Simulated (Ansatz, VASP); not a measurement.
# One calculation of Hf3N2, two programs

The input INCAR:

```
ALGO     = Normal         # electronic algorithm
EDIFF    = 1E-6           # SCF threshold, eV
EDIFFG   = -0.01          # ionic threshold
ENCUT    = 600            # plane-wave cutoff, eV
GGA      = PS             # functional
IBRION   = 2              # ionic algorithm
ISIF     = 3              # what is computed and relaxed
ISMEAR   = 0              # smearing method
LASPH    = True           # aspherical terms in the spheres
LCHARG   = False          # write CHGCAR
LREAL    = False          # projectors in reciprocal space
LWAVE    = False          # write WAVECAR
NELM     = 100            # most SCF steps
NSW      = 80             # ionic steps
PREC     = Accurate       # precision mode
SIGMA    = 0.1            # smearing width, eV
```

The input KPOINTS:

```
k-points
0
Gamma
  6 6 6
```

POSCAR

```
Hf3N2
1.0
    1.5994260774      0.9234290764      7.7548432223
   -1.5994260774      0.9234290764      7.7548432223
    0.0000000000     -1.8468581527      7.7548432223
Hf N
3 2
Direct
    0.7794186600      0.7794186600      0.7794186600
    0.2205813400      0.2205813400      0.2205813400
    0.0000000000      0.0000000000      0.0000000000
    0.6119155300      0.6119155300      0.6119155300
    0.3880844700      0.3880844700      0.3880844700
```

Input for Ansatz:

```yaml
crystal:
  lattice:
    - [1.5994260774, 0.9234290764, 7.7548432223]
    - [-1.5994260774, 0.9234290764, 7.7548432223]
    - [0.0, -1.8468581527, 7.7548432223]
  atoms:
    - { symbol: Hf, position: [0.77941866, 0.77941866, 0.77941866] }
    - { symbol: Hf, position: [0.22058134, 0.22058134, 0.22058134] }
    - { symbol: Hf, position: [0.0, 0.0, 0.0] }
    - { symbol: "N", position: [0.61191553, 0.61191553, 0.61191553] }
    - { symbol: "N", position: [0.38808447, 0.38808447, 0.38808447] }
basis:
  ecutwfc: 420
kpoints:
  mp_grid: { grid: [6, 6, 6] }
hamiltonian:
  xc: pbesol
scf:
  occupations: { method: gaussian, width: 0.1 }
output:
  forces: true
  stress: true
  eigenvalues: true
relax:
  adjacent_minimum: "off"
  f_tol: 0.01
  max_steps: 60
  cell: { stress_tol: 0.05 }
```

Alike in both runs: task relaxation of cell and atoms; functional PBEsol; k mesh 6 × 6 × 6; occupations gaussian, width 0.1 eV; no spin polarisation.

|  | VASP | Ansatz |
| --- | --- | --- |
| version | VASP 6.6.1 | Ansatz 0.2.0 |
| potentials or method | VASP PAW PBE potentials, release 64 (Hf_pv, N), cutoff 600 eV | scalar-relativistic, plane waves, PAW |
| valence electrons in the cell | 40 | 88 |

```tsv
	VASP	Ansatz	Ansatz less VASP
gap on the k mesh at the Fermi level, each at its own relaxed structure (eV)	none	none	-
relaxed volume (Å³/atom)	13.53	13.60	+0.076
relaxed cell length with the largest relative difference (Å)	7.912	7.923	+0.0114
```

VASP's potentials were made for PBE, not for PBEsol. A gap of «none» marks a metal or a gap that the smearing closes. VASP's potentials hold 40 valence electrons a cell and Ansatz's 88, so a difference there can come from the potentials and not from the codes.

The k mesh is coarse, so the values compare programs but aren't converged. Spin-orbit coupling is off throughout.
